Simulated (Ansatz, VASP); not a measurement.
**PtW3: VASP beside Ansatz**

```xyz
4
Lattice="3.9647 0.0000 0.0000 0.0000 3.9647 0.0000 0.0000 0.0000 3.9647" Properties=species:S:1:pos:R:3 pbc="T T T"
Pt    0.0000    0.0000    0.0000
W     0.0000    1.9823    1.9823
W     1.9823    0.0000    1.9823
W     1.9823    1.9823    0.0000
```

Alike in both runs: functional r2SCAN; k mesh 12 × 12 × 12; occupations gaussian, width 0.1 eV; no spin polarisation.

Ansatz relaxed the structure, and its values are those at the end. VASP's run is a single point on that final structure, the one shown.

|  | VASP | Ansatz |
| --- | --- | --- |
| version | VASP 6.6.1 | Ansatz 0.2.0 |
| potentials or method | VASP PAW PBE potentials, release 64 (Pt_sv_GW, W_sv), cutoff 630 eV | scalar-relativistic, plane waves, PAW |
| valence electrons in the cell | 60 | 60 |

```csv
,VASP,Ansatz,Ansatz less VASP
gap on the k mesh at the Fermi level (eV),none,none,-
pressure (GPa),0.9,0.0,-0.93
```

VASP's potentials were made for PBE, not for r2SCAN. A gap of «none» marks a metal or a gap that the smearing closes. The functional is the same, so the differences come from potentials, cutoffs and numerics.

Spin-orbit coupling is off throughout.
